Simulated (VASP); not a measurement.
Write the native input for VASP 6.6.1 that does the following.

| Property | Result |
| --- | --- |
| Task | single point |
| Functional | PBE |
| Potentials or basis | VASP PAW PBE potentials, release 64 (Si, N) |
| Cutoff | 520 eV |
| k mesh | 6 × 6 × 6 |
| Occupations | gaussian, width 0.02 eV |
| Spin | no spin polarisation |
| Dipole correction | no |
| Further INCAR settings | ALGO = Normal; EDIFF = 1e-07; NBANDS = 45 |

The structure of Si3N4 lies in POSCAR:

```
Si3N4
1.0
   -3.2773374670      3.2773374670      3.2773374670
    3.2773374670     -3.2773374670      3.2773374670
    3.2773374670      3.2773374670     -3.2773374670
Si N
6 8
Direct
    0.2500000000      0.1250000000      0.8750000000
    0.8750000000      0.2500000000      0.1250000000
    0.7500000000      0.3750000000      0.6250000000
    0.6250000000      0.7500000000      0.3750000000
    0.1250000000      0.8750000000      0.2500000000
    0.3750000000      0.6250000000      0.7500000000
    0.5648058164      0.5648058164      0.5648058164
    0.4351941836      0.5000000000      0.0000000000
    0.5000000000      0.0000000000      0.9351941836
    0.0000000000      0.4351941836      0.5000000000
    0.9351941836      0.5000000000      0.0000000000
    0.0648058164      0.0648058164      0.0648058164
    0.0000000000      0.9351941836      0.5000000000
    0.5000000000      0.0000000000      0.4351941836
```

One way to write it, as run:

INCAR

```
  PREC = Accurate
  ENCUT = 520
  EDIFF = 1E-7
  ISMEAR = 0
  SIGMA = 0.02
  LREAL = False
  LASPH = True
  NELM = 80
  ALGO = Normal
  ISIF = 2
  LWAVE = False
  LCHARG = False
  GGA = PE
  NBANDS = 45
```

KPOINTS

```
Automatic mesh
0
Gamma
  6 6 6
```

Potentials or basis: VASP PAW PBE potentials, release 64 (Si, N).

The run is started by

```console
$ cat potpaw_PBE.64/Si/POTCAR potpaw_PBE.64/N/POTCAR > POTCAR
$ mpirun -np 1 vasp_std > vasp.out
```

Results of the run:

```json
{
 "Pressure": "-7.3 GPa",
 "Largest force": "0.004 eV/Å",
 "Band gap on the k mesh": "3.91 eV (least direct gap 4.12 eV)"
}
```

Caveat: the cell stands under tension.

It took 70 s on 1 thread of Intel(R) Xeon(R) 6975P-C (Granite Rapids) (shared host), peak memory 0.28 GiB.
